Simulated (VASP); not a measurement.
# RbAgS2 (P6/mmm) in VASP: notebook

Runs on RbAgS2. Level: PBE. Tasks: single point, relaxation of cell and atoms.

Program: VASP 6.6.1. These are calculated values, not measurements. Logs are shortened: lines on timing, memory, paths and dates and some standing lists are left out, and cuts for length are marked.

## (1) The cell of the first run

It takes space group P6/mmm (No. 191, hexagonal). Conventional cell: a = 5.277 Å, b = 5.277 Å, c = 6.668 Å, α = 90.00°, β = 90.00°, γ = 120.00°. Rb (site symmetry 6/mmm) has 6 S at 3.05 Å and 2 Ag at 3.33 Å within 4.0 Å. Ag (site symmetry 6/mmm) has 2 Rb at 3.33 Å within 4.4 Å. S (site symmetry -6m2) has 3 S at 3.05 Å and 3 Rb at 3.05 Å within 4.0 Å.

## (2) Single point, PBE

INCAR reads:

```
  PREC = Accurate
  ENCUT = 520
  EDIFF = 1E-6
  ISMEAR = 0
  SIGMA = 0.1
  LREAL = F
  LASPH = T
  NELM = 100
  ALGO = Normal
  ISIF = 2
  LWAVE = F
  LCHARG = F
  GGA = PE
  NBANDS = 24
```

KPOINTS reads:

```
regular mesh
0
Gamma
  6 6 4
```

POSCAR reads:

```
RbAgS2
1.0
    5.2770786268     -0.0000000032      0.0000000000
   -2.6385393107      4.5700841501      0.0000000000
    0.0000000000      0.0000000000      6.6680058949
Rb Ag S
1 1 2
Direct
    0.0000000000      0.0000000000      0.0000000000
    0.0000000000      0.0000000000      0.5000000000
    0.3333333333      0.6666666667      0.0000000000
    0.6666666667      0.3333333333      0.0000000000
```

Potentials or basis: VASP PAW PBE potentials, release 64 (Rb_sv, Ag, S).

The run is started by

```sh
$ cat potpaw_PBE.64/Rb_sv/POTCAR potpaw_PBE.64/Ag/POTCAR potpaw_PBE.64/S/POTCAR > POTCAR
$ mpirun -np 1 vasp_std > vasp.out
```

OUTCAR:

```text
PREC = Accurate
   ENCUT = 520
   EDIFF = 1E-6
   ISMEAR = 0
   LREAL = F
   LASPH = T
   NELM = 100
   ISIF = 2
   GGA = PE

 ion  position               nearest neighbor table
   1  0.000  0.000  0.000-   3 3.05   4 3.05   3 3.05   4 3.05   4 3.05   3 3.05   2 3.33   2 3.33

   2  0.000  0.000  0.500-   1 3.33   1 3.33
   3  0.333  0.667  0.000-   1 3.05   1 3.05   1 3.05
   4  0.667  0.333  0.000-   1 3.05   1 3.05   1 3.05

  LATTYP: Found a hexagonal cell.
 ALAT       =     5.2770786268
 C/A-ratio  =     1.2635790305

  Lattice vectors:

 A1 = (   5.2770786268,  -0.0000000032,   0.0000000000)
 A2 = (  -2.6385393107,   4.5700841501,   0.0000000000)
 A3 = (   0.0000000000,   0.0000000000,   6.6680058949)

Analysis of symmetry for initial positions (statically):
=====================================================================
 Subroutine PRICEL returns:
 Original cell was already a primitive cell.

 Routine SETGRP: Setting up the symmetry group for a
 hexagonal supercell.

 Subroutine GETGRP returns: Found 24 space group operations
 (whereof 24 operations were pure point group operations)
 out of a pool of 24 trial point group operations.

The static configuration has the point symmetry D_6h.

Analysis of symmetry for dynamics (positions and initial velocities):
=====================================================================
 Subroutine PRICEL returns:
 Original cell was already a primitive cell.

 Routine SETGRP: Setting up the symmetry group for a
 hexagonal supercell.

 Subroutine GETGRP returns: Found 24 space group operations
 (whereof 24 operations were pure point group operations)
 out of a pool of 24 trial point group operations.

The dynamic configuration has the point symmetry D_6h.

 Subroutine INISYM returns: Found 24 space group operations
 (whereof 24 operations are pure point group operations),
 and found     1 'primitive' translations

----------------------------------------------------------------------------------------

                                     Primitive cell

  volume of cell :     160.8103

  direct lattice vectors                    reciprocal lattice vectors
     5.277078627 -0.000000003  0.000000000     0.189498787  0.109407176  0.000000000
    -2.638539311  4.570084150  0.000000000     0.000000000  0.218814352  0.000000000
     0.000000000  0.000000000  6.668005895     0.000000000  0.000000000  0.149969873

  length of vectors
     5.277078627  5.277078627  6.668005895     0.218814352  0.218814352  0.149969873

  position of ions in fractional coordinates (direct lattice)
     0.000000000  0.000000000  0.000000000
     0.000000000  0.000000000  0.500000000
     0.333333333  0.666666667  0.000000000
     0.666666667  0.333333333  0.000000000

  ion indices of the primitive-cell ions
   primitive index   ion index
                 1           1
                 2           2
                 3           3
                 4           4

----------------------------------------------------------------------------------------

 KPOINTS: regular mesh

Automatic generation of k-mesh.
 Grid dimensions read from file:
 generate k-points for:    6    6    4

 Generating k-lattice:

  Cartesian coordinates                     Fractional coordinates (reciprocal lattice)
     0.031583131  0.018234529  0.000000000     0.166666667 -0.000000000  0.000000000
     0.000000000  0.036469059  0.000000000     0.000000000  0.166666667  0.000000000
     0.000000000  0.000000000  0.037492468     0.000000000  0.000000000  0.250000000

  Length of vectors
     0.036469059  0.036469059  0.037492468

  Shift w.r.t. Gamma in fractional coordinates (k-lattice)
     0.000000000  0.000000000  0.000000000

 Subroutine IBZKPT returns following result:
 ===========================================

 Found     21 irreducible k-points:

 Following reciprocal coordinates:
            Coordinates               Weight
  0.000000  0.000000  0.000000      1.000000
  0.166667  0.000000  0.000000      6.000000
  0.333333 -0.000000  0.000000      6.000000
  0.500000 -0.000000  0.000000      3.000000
  0.166667  0.166667  0.000000      6.000000
  0.333333  0.166667  0.000000     12.000000
[... 13 lines left out ...]
  0.333333  0.166667  0.500000     12.000000
  0.333333  0.333333  0.500000      2.000000
   k-points           NKPTS =     21   k-points in BZ     NKDIM =     21   number of bands    NBANDS=     24
   number of dos      NEDOS =    301   number of ions     NIONS =      4
   total plane-waves  NPLWV =  80000
   dimension x,y,z NGX =    40 NGY =   40 NGZ =   50
   dimension x,y,z NGXF=    80 NGYF=   80 NGZF=  100
   ions per type =               1   1   2
   NGX,Y,Z   is equivalent  to a cutoff of  12.60, 12.60, 12.47 a.u.
   NGXF,Y,Z  is equivalent  to a cutoff of  25.20, 25.20, 24.93 a.u.
 SYSTEM =  unknown system
   PREC   = accura    normal or accurate (medium, high low for compatibility)
   ISTART =      0    job   : 0-new  1-cont  2-samecut
   ICHARG =      2    charge: 1-file 2-atom 10-const
   ISPIN  =      1    spin polarized calculation?
   LNONCOLLINEAR =      F non collinear calculations
   LSORBIT =      F    spin-orbit coupling
   LASPH  =      T    aspherical Exc in radial PAW
   ENCUT  =  520.0 eV  38.22 Ry    6.18 a.u.   9.81  9.81 12.40*2*pi/ulx,y,z
   NELM   =    100;   NELMIN=  2; NELMDL= -5     # of ELM steps
   EDIFF  = 0.1E-05   stopping-criterion for ELM
   LREAL  =      F    real-space projection
   EDIFFG = 0.1E-04   stopping-criterion for IOM
   NSW    =      0    number of steps for IOM
   IBRION =     -1    ionic relax: 0-MD 1-quasi-New 2-CG
   NFREE  =      0    steps in history (QN), initial steepest desc. (CG)
   ISIF   =      2    stress and relaxation
   ISYM   =      2    0-nonsym 1-usesym 2-fastsym
   POTIM  = 0.5000    time-step for ionic-motion
   TEBEG  =    0.0;   TEEND  =   0.0 temperature during run
   PSTRESS=    0.0 pullay stress
   NELECT =      32.0000    total number of electrons
   NUPDOWN=      -1.0000    fix difference up-down
   EMIN   =  10.00;   EMAX   =-10.00  energy-range for DOS
   EFERMI =   0.00;   METHOD = LEGACY
   ISMEAR =     0;   SIGMA  =   0.10  broadening in eV -4-tet -1-fermi 0-gaus
   EFERMI_NEDOS =   21; number of points for ismear=-14 and -15
   IALGO  =     38    algorithm
   IMIX   =      4    mixing-type and parameters
     AMIX     =   0.40;   BMIX     =  1.00
     AMIX_MAG =   1.60;   BMIX_MAG =  1.00
  volume/ion in A,a.u.               =      40.20       271.30
  Fermi-wavevector in a.u.,A,eV,Ry     =   0.955770  1.806144 12.428882  0.913497
  Thomas-Fermi vector in A             =   2.084638
   LORBIT       =      0    0 simple, 1 ext, 2 COOP (PROOUT), +10 PAW based schemes
   GGA     = PE    functional components
   LHFCALC =     F    Hartree Fock is set to
   AEXX    =    0.0000 exact exchange contribution
   IVDW    =     0    specifies the selected vdW correction
   LEPSILON=     F    determine dielectric tensor
   LRPA    =     F    only Hartree local field effects (RPA)
 non-spin polarized calculation
 Gauss-broadening in eV      SIGMA  =   0.10
  energy-cutoff  :      520.00
  volume of cell :      160.81
 maximum number of plane-waves:      4352
 NGX is ok and might be reduce to    40
   NGX = 19   NGY = 19   NGZ = 25

 number of electron      31.9999994 magnetization

 Free energy of the ion-electron system (eV)
  ---------------------------------------------------
  ext. energy  EPLUGINS =         0.00000000
  ---------------------------------------------------
  free energy    TOTEN  =        -8.42207298 eV

  energy without entropy =       -8.39550744  energy(sigma->0) =       -8.40879021

 E-fermi :  -0.1657     XC(G=0):  -7.0137

 val. band max:       -0.1757758668   @ k =   0.3333   0.1667   0.0000
 cond. band min:      -0.1542205777   @ k =   0.5000  -0.0000   0.0000
 fundamental gap:      0.0215552891
 Fermi energy:        -0.1657302433

 k-point     1 :       0.0000    0.0000    0.0000
  band No.  band energies     occupation
      1     -25.9423      2.00000
      2     -12.1002      2.00000
      3     -10.3745      2.00000
      4     -10.2656      2.00000
      5     -10.2075      2.00000
      6     -10.2075      2.00000
[... 16 lines left out ...]
     23       6.7404      0.00000
     24       7.0082      0.00000

 k-point     2 :       0.1667    0.0000    0.0000
  band No.  band energies     occupation
      1     -25.9408      2.00000
      2     -12.1608      2.00000
      3     -10.5501      2.00000
      4     -10.2611      2.00000
      5     -10.2259      2.00000
      6      -9.9847      2.00000
[... 16 lines left out ...]
     23       6.6151      0.00000
     24       7.6812      0.00000

 k-point     3 :       0.3333   -0.0000    0.0000
  band No.  band energies     occupation
      1     -25.9378      2.00000
      2     -12.2280      2.00000
      3     -10.9138      2.00000
      4     -10.2620      2.00000
      5     -10.2520      2.00000
      6      -9.5227      2.00000
[... 16 lines left out ...]
     23       6.9218      0.00000
     24       7.0153      0.00000

 k-point     4 :       0.5000   -0.0000    0.0000
  band No.  band energies     occupation
      1     -25.9363      2.00000
      2     -12.2372      2.00000
      3     -11.0968      2.00000
      4     -10.2797      2.00000
      5     -10.2474      2.00000
      6      -9.2851      2.00000
[... 16 lines left out ...]
     23       6.4946      0.00000
     24       7.2160      0.00000

 k-point     5 :       0.1667    0.1667    0.0000
  band No.  band energies     occupation
      1     -25.9386      2.00000
      2     -12.2012      2.00000
      3     -10.9458      2.00000
      4     -10.2542      2.00000
      5     -10.0284      2.00000
      6      -9.7521      2.00000
[... 370 lines left out ...]
 k-point    19 :       0.1667    0.1667    0.5000
  band No.  band energies     occupation
      1     -25.9382      2.00000
      2     -12.2005      2.00000
      3     -10.9457      2.00000
      4     -10.2912      2.00000
      5     -10.0292      2.00000
      6      -9.7527      2.00000
[... 16 lines left out ...]
     23       7.5370      0.00000
     24       7.9088      0.00000

 k-point    20 :       0.3333    0.1667    0.5000
  band No.  band energies     occupation
      1     -25.9360      2.00000
      2     -12.1598      2.00000
      3     -11.3619      2.00000
      4     -10.2841      2.00000
      5      -9.9381      2.00000
      6      -9.4184      2.00000
[... 16 lines left out ...]
     23       7.2791      0.00000
     24       7.2835      0.00000

 k-point    21 :       0.3333    0.3333    0.5000
  band No.  band energies     occupation
      1     -25.9352      2.00000
      2     -11.8643      2.00000
      3     -11.8643      2.00000
      4     -10.2817      2.00000
      5      -9.5495      2.00000
      6      -9.5495      2.00000
[... 16 lines left out ...]
     23       7.1781      0.00000
     24       7.4591      0.00000

------------------------ aborting loop because EDIFF is reached ----------------------------------------

  FORCE on cell =-STRESS in cart. coord.  units (eV):
  Direction    XX          YY          ZZ          XY          YZ          ZX
  --------------------------------------------------------------------------------------
  -------------------------------------------------------------------------------------
  Total       -0.0016136     -0.0016136      0.1096430      0.0000000     -0.0000000      0.0000000
  in kB       -0.0160764     -0.0160764      1.0923900      0.0000000     -0.0000000      0.0000000
  external PRESSURE =       0.3534124 kB  Pullay stress =       0.0000000 kB

 VOLUME and BASIS-vectors are now :
 -----------------------------------------------------------------------------
  energy-cutoff  :      520.00
  volume of cell :      160.81
      direct lattice vectors                 reciprocal lattice vectors
     5.277078627 -0.000000003  0.000000000     0.189498787  0.109407176  0.000000000
    -2.638539311  4.570084150  0.000000000     0.000000000  0.218814352  0.000000000
     0.000000000  0.000000000  6.668005895     0.000000000  0.000000000  0.149969873

 POSITION                                       TOTAL-FORCE (eV/Angst)
 -----------------------------------------------------------------------------------
      0.00000      0.00000      0.00000         0.000000      0.000000     -0.000000
      0.00000      0.00000      3.33400         0.000000      0.000000     -0.000000
      0.00000      3.04672      0.00000        -0.000000      0.000000     -0.000000
      2.63854      1.52336      0.00000         0.000000     -0.000000      0.000000
 -----------------------------------------------------------------------------------
    total drift:                                0.000000     -0.000000      0.000000

  FREE ENERGIE OF THE ION-ELECTRON SYSTEM (eV)
  ---------------------------------------------------
  free  energy   TOTEN  =        -8.4220729803 eV

  energy  without entropy=       -8.3955074370  energy(sigma->0) =       -8.40879021
```

It took 79 s on 1 thread of Intel Xeon 6975P-C (Granite Rapids), shared host; peak memory 0.31 GiB.

Results:

```yaml
Free_energy: -8.4221 eV
Pressure: 0.0 GPa
Band_gap_on_the_k_mesh: zero (band 16 reaches 0.08 eV, above the bottom of band 17 at -0.27 eV)
```

Stress tensor (GPa, compression positive):
```
0.00 0.00 0.00
0.00 0.00 0.00
0.00 0.00 0.11
```

[end of part 1 of 2]
